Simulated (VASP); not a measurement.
# AlNi (Pm-3m) in VASP: single point with LDA

Aim: the single point of AlNi with LDA.

Everything below comes from runs of VASP 6.6.1. Logs are shortened: lines on timing, memory, paths and dates and some standing lists are left out, and cuts for length are marked.

### 1 The cell of the first run

Symmetry: Pm-3m, No. 221, cubic system. The conventional cell has a = 2.833 Å, b = 2.833 Å, c = 2.833 Å, α = 90.00°, β = 90.00°, γ = 90.00°. Within 3.2 Å of Al (site symmetry m-3m) lie 8 Ni at 2.45 Å and 6 Al at 2.83 Å. Within 3.2 Å of Ni (site symmetry m-3m) lie 8 Al at 2.45 Å and 6 Ni at 2.83 Å.

### 2 Single point, LDA

The input, INCAR:

```
PREC = Accurate ; ENCUT = 520
EDIFF = 1E-6 ; ISMEAR = 0
SIGMA = 0.1 ; LREAL = F
LASPH = T ; NELM = 100
ALGO = Normal ; ISIF = 2
LWAVE = F ; LCHARG = T
GGA = CA ; LELF = T
LVHAR = T ; NBANDS = 14
```

The input, KPOINTS:

```
regular mesh
0
Gamma
  14 14 14
```

The input, POSCAR:

```
AlNi
1.0
    2.8327472909      0.0000000000      0.0000000000
    0.0000000000      2.8327472909      0.0000000000
    0.0000000000      0.0000000000      2.8327472909
Al Ni
1 1
Direct
    0.5000000000      0.5000000000      0.5000000000
    0.0000000000      0.0000000000      0.0000000000
```

Potentials or basis: VASP PAW LDA potentials, release 64 (Al, Ni).

On the command line:

```bash
$ cat potpaw_LDA.64/Al/POTCAR potpaw_LDA.64/Ni/POTCAR > POTCAR
$ mpirun -np 1 vasp_std > vasp.out
```

OUTCAR:

```text
PREC = Accurate
   ENCUT = 520
   EDIFF = 1E-6
   ISMEAR = 0
   LREAL = F
   LASPH = T
   NELM = 100
   ISIF = 2
   GGA = CA

 ion  position               nearest neighbor table
   1  0.500  0.500  0.500-   2 2.45   2 2.45   2 2.45   2 2.45   2 2.45   2 2.45   2 2.45   2 2.45

   2  0.000  0.000  0.000-   1 2.45   1 2.45   1 2.45   1 2.45   1 2.45   1 2.45   1 2.45   1 2.45

  LATTYP: Found a simple cubic cell.
 ALAT       =     2.8327472909

  Lattice vectors:

 A1 = (   2.8327472909,   0.0000000000,   0.0000000000)
 A2 = (   0.0000000000,   2.8327472909,   0.0000000000)
 A3 = (   0.0000000000,   0.0000000000,   2.8327472909)

Analysis of symmetry for initial positions (statically):
=====================================================================
 Subroutine PRICEL returns:
 Original cell was already a primitive cell.

 Routine SETGRP: Setting up the symmetry group for a
 simple cubic supercell.

 Subroutine GETGRP returns: Found 48 space group operations
 (whereof 48 operations were pure point group operations)
 out of a pool of 48 trial point group operations.

The static configuration has the point symmetry O_h .

Analysis of symmetry for dynamics (positions and initial velocities):
=====================================================================
 Subroutine PRICEL returns:
 Original cell was already a primitive cell.

 Routine SETGRP: Setting up the symmetry group for a
 simple cubic supercell.

 Subroutine GETGRP returns: Found 48 space group operations
 (whereof 48 operations were pure point group operations)
 out of a pool of 48 trial point group operations.

The dynamic configuration has the point symmetry O_h .

 Subroutine INISYM returns: Found 48 space group operations
 (whereof 48 operations are pure point group operations),
 and found     1 'primitive' translations

----------------------------------------------------------------------------------------

                                     Primitive cell

  volume of cell :      22.7313

  direct lattice vectors                    reciprocal lattice vectors
     2.832747291  0.000000000  0.000000000     0.353014193  0.000000000  0.000000000
     0.000000000  2.832747291  0.000000000     0.000000000  0.353014193  0.000000000
     0.000000000  0.000000000  2.832747291     0.000000000  0.000000000  0.353014193

  length of vectors
     2.832747291  2.832747291  2.832747291     0.353014193  0.353014193  0.353014193

  position of ions in fractional coordinates (direct lattice)
     0.500000000  0.500000000  0.500000000
     0.000000000  0.000000000  0.000000000

  ion indices of the primitive-cell ions
   primitive index   ion index
                 1           1
                 2           2

----------------------------------------------------------------------------------------

 KPOINTS: regular mesh

Automatic generation of k-mesh.
 Grid dimensions read from file:
 generate k-points for:   14   14   14

 Generating k-lattice:

  Cartesian coordinates                     Fractional coordinates (reciprocal lattice)
     0.025215300  0.000000000  0.000000000     0.071428571  0.000000000  0.000000000
     0.000000000  0.025215300  0.000000000     0.000000000  0.071428571  0.000000000
     0.000000000  0.000000000  0.025215300     0.000000000  0.000000000  0.071428571

  Length of vectors
     0.025215300  0.025215300  0.025215300

  Shift w.r.t. Gamma in fractional coordinates (k-lattice)
     0.000000000  0.000000000  0.000000000

 Subroutine IBZKPT returns following result:
 ===========================================

 Found    120 irreducible k-points:

 Following reciprocal coordinates:
            Coordinates               Weight
  0.000000  0.000000  0.000000      1.000000
  0.071429  0.000000  0.000000      6.000000
  0.142857  0.000000  0.000000      6.000000
  0.214286  0.000000  0.000000      6.000000
  0.285714  0.000000  0.000000      6.000000
  0.357143  0.000000  0.000000      6.000000
[... 16 lines left out ...]
  0.285714  0.214286  0.000000     24.000000
  0.357143  0.214286  0.000000     24.000000
 [... further k-points ...]
   k-points           NKPTS =    120   k-points in BZ     NKDIM =    120   number of bands    NBANDS=     14
   number of dos      NEDOS =    301   number of ions     NIONS =      2
   total plane-waves  NPLWV =  13824
   dimension x,y,z NGX =    24 NGY =   24 NGZ =   24
   dimension x,y,z NGXF=    48 NGYF=   48 NGZF=   48
   ions per type =               1   1
   NGX,Y,Z   is equivalent  to a cutoff of  14.08, 14.08, 14.08 a.u.
   NGXF,Y,Z  is equivalent  to a cutoff of  28.17, 28.17, 28.17 a.u.
 SYSTEM =  unknown system
   PREC   = accura    normal or accurate (medium, high low for compatibility)
   ISTART =      0    job   : 0-new  1-cont  2-samecut
   ICHARG =      2    charge: 1-file 2-atom 10-const
   ISPIN  =      1    spin polarized calculation?
   LNONCOLLINEAR =      F non collinear calculations
   LSORBIT =      F    spin-orbit coupling
   LASPH  =      T    aspherical Exc in radial PAW
   ENCUT  =  520.0 eV  38.22 Ry    6.18 a.u.   5.27  5.27  5.27*2*pi/ulx,y,z
   NELM   =    100;   NELMIN=  2; NELMDL= -5     # of ELM steps
   EDIFF  = 0.1E-05   stopping-criterion for ELM
   LREAL  =      F    real-space projection
   EDIFFG = 0.1E-04   stopping-criterion for IOM
   NSW    =      0    number of steps for IOM
   IBRION =     -1    ionic relax: 0-MD 1-quasi-New 2-CG
   NFREE  =      0    steps in history (QN), initial steepest desc. (CG)
   ISIF   =      2    stress and relaxation
   ISYM   =      2    0-nonsym 1-usesym 2-fastsym
   POTIM  = 0.5000    time-step for ionic-motion
   TEBEG  =    0.0;   TEEND  =   0.0 temperature during run
   PSTRESS=    0.0 pullay stress
   NELECT =      13.0000    total number of electrons
   NUPDOWN=      -1.0000    fix difference up-down
   EMIN   =  10.00;   EMAX   =-10.00  energy-range for DOS
   EFERMI =   0.00;   METHOD = LEGACY
   ISMEAR =     0;   SIGMA  =   0.10  broadening in eV -4-tet -1-fermi 0-gaus
   EFERMI_NEDOS =   21; number of points for ismear=-14 and -15
   IALGO  =     38    algorithm
   IMIX   =      4    mixing-type and parameters
     AMIX     =   0.40;   BMIX     =  1.00
     AMIX_MAG =   1.60;   BMIX_MAG =  1.00
  volume/ion in A,a.u.               =      11.37        76.70
  Fermi-wavevector in a.u.,A,eV,Ry     =   1.358881  2.567913 25.123944  1.846558
  Thomas-Fermi vector in A             =   2.485677
   LORBIT       =      0    0 simple, 1 ext, 2 COOP (PROOUT), +10 PAW based schemes
   GGA     = CA    functional components
   LHFCALC =     F    Hartree Fock is set to
   AEXX    =    0.0000 exact exchange contribution
   IVDW    =     0    specifies the selected vdW correction
   LEPSILON=     F    determine dielectric tensor
   LRPA    =     F    only Hartree local field effects (RPA)
 non-spin polarized calculation
 Gauss-broadening in eV      SIGMA  =   0.10
  energy-cutoff  :      520.00
  volume of cell :       22.73
 maximum number of plane-waves:       624
 NGX is ok and might be reduce to    24
   NGX = 11   NGY = 11   NGZ = 11

 number of electron      12.9999995 magnetization

 Free energy of the ion-electron system (eV)
  ---------------------------------------------------
  ext. energy  EPLUGINS =         0.00000000
  ---------------------------------------------------
  free energy    TOTEN  =       -12.19690360 eV

  energy without entropy =      -12.19201552  energy(sigma->0) =      -12.19445956

 E-fermi :  10.4080     XC(G=0): -12.5490

 val. band max:       10.4012451978   @ k =   0.3571   0.2143   0.0714
 cond. band min:      10.4102609787   @ k =   0.3571   0.1429   0.1429
 fundamental gap:      0.0090157809
 Fermi energy:        10.4079744221

 k-point     1 :       0.0000    0.0000    0.0000
  band No.  band energies     occupation
      1      -1.0218      2.00000
      2       6.9387      2.00000
      3       6.9387      2.00000
      4       8.7630      2.00000
      5       8.7630      2.00000
      6       8.7630      2.00000
      7      16.1218      0.00000
      8      16.1218      0.00000
      9      16.1218      0.00000
     10      18.8219      0.00000
     11      18.8219      0.00000
     12      24.9248      0.00000
     13      31.8324      0.00000
     14      31.8324      0.00000

 k-point     2 :       0.0714    0.0000    0.0000
  band No.  band energies     occupation
      1      -0.9245      2.00000
      2       6.9339      2.00000
      3       6.9622      2.00000
      4       8.7193      2.00000
      5       8.7193      2.00000
      6       8.7678      2.00000
      7      15.1284      0.00000
      8      16.2503      0.00000
      9      16.2503      0.00000
     10      18.8234      0.00000
     11      19.7253      0.00000
     12      25.2519      0.00000
     13      30.7763      0.00000
     14      30.7763      0.00000

 k-point     3 :       0.1429    0.0000    0.0000
  band No.  band energies     occupation
      1      -0.6340      2.00000
      2       6.8958      2.00000
      3       7.0289      2.00000
      4       8.6013      2.00000
      5       8.6013      2.00000
      6       8.7811      2.00000
      7      13.4964      0.00000
      8      16.6232      0.00000
      9      16.6232      0.00000
     10      18.8277      0.00000
     11      21.0438      0.00000
     12      26.2902      0.00000
     13      29.0237      0.00000
     14      29.0237      0.00000
[... 324 lines left out ...]
 k-point    23 :       0.2857    0.2143    0.0000
  band No.  band energies     occupation
      1       1.3194      2.00000
      2       6.6483      2.00000
      3       7.1880      2.00000
      4       7.9777      2.00000
      5       8.3262      2.00000
      6       8.5352      2.00000
      7      11.1847      0.00000
      8      13.7114      0.00000
      9      18.9952      0.00000
     10      19.5728      0.00000
     11      22.4301      0.00000
     12      26.1600      0.00000
     13      26.7197      0.00000
     14      28.2491      0.00000

 k-point    24 :       0.3571    0.2143    0.0000
  band No.  band energies     occupation
      1       2.1086      2.00000
      2       5.9896      2.00000
      3       7.3647      2.00000
      4       7.9332      2.00000
      5       8.1963      2.00000
      6       8.5568      2.00000
      7      10.3338      1.70580
      8      14.3576      0.00000
      9      18.4993      0.00000
     10      19.8839      0.00000
     11      22.3799      0.00000
     12      24.6775      0.00000
     13      27.0343      0.00000
     14      28.5590      0.00000

 [... further k-points ...]

------------------------ aborting loop because EDIFF is reached ----------------------------------------

  FORCE on cell =-STRESS in cart. coord.  units (eV):
  Direction    XX          YY          ZZ          XY          YZ          ZX
  --------------------------------------------------------------------------------------
  -------------------------------------------------------------------------------------
  Total        0.0519257      0.0519257      0.0519257     -0.0000000     -0.0000000      0.0000000
  in kB        3.6598993      3.6598993      3.6598993     -0.0000000     -0.0000000      0.0000000
  external PRESSURE =       3.6598993 kB  Pullay stress =       0.0000000 kB

 VOLUME and BASIS-vectors are now :
 -----------------------------------------------------------------------------
  energy-cutoff  :      520.00
  volume of cell :       22.73
      direct lattice vectors                 reciprocal lattice vectors
     2.832747291  0.000000000  0.000000000     0.353014193  0.000000000  0.000000000
     0.000000000  2.832747291  0.000000000     0.000000000  0.353014193  0.000000000
     0.000000000  0.000000000  2.832747291     0.000000000  0.000000000  0.353014193

 POSITION                                       TOTAL-FORCE (eV/Angst)
 -----------------------------------------------------------------------------------
      1.41637      1.41637      1.41637         0.000000      0.000000      0.000000
      0.00000      0.00000      0.00000         0.000000      0.000000      0.000000
 -----------------------------------------------------------------------------------
    total drift:                               -0.000000      0.000000      0.000000

  FREE ENERGIE OF THE ION-ELECTRON SYSTEM (eV)
  ---------------------------------------------------
  free  energy   TOTEN  =       -12.1969036016 eV

  energy  without entropy=      -12.1920155223  energy(sigma->0) =      -12.19445956
```

It took 28 s on 1 thread of AMD EPYC 7R13 (Zen 3), shared host; peak memory 0.12 GiB.

Results:

* Free energy: -12.1969 eV
* Pressure: 0.4 GPa

Levels at points of the mesh, in eV from the Fermi level:
| k point | band 3 | band 4 | band 5 | band 6 | band 7 | band 8 | band 9 | band 10 | band 11 | band 12 |
| --- | --- | --- | --- | --- | --- | --- | --- | --- | --- | --- |
| (0.00, 0.00, 0.00) | -3.47 | -1.64 | -1.64 | -1.64 | 5.71 | 5.71 | 5.71 | 8.41 | 8.41 | 14.52 |
| (0.50, 0.00, 0.00) | -2.96 | -2.40 | -2.40 | -1.55 | -0.67 | 8.45 | 10.26 | 10.26 | 11.36 | 11.36 |
| (0.50, 0.50, 0.00) | -2.94 | -2.94 | -2.22 | -2.22 | -1.08 | 1.58 | 2.75 | 12.73 | 15.58 | 15.58 |
| (0.50, 0.50, 0.50) | -4.33 | -1.04 | -1.04 | 2.02 | 2.02 | 2.02 | 4.08 | 4.74 | 4.74 | 4.74 |
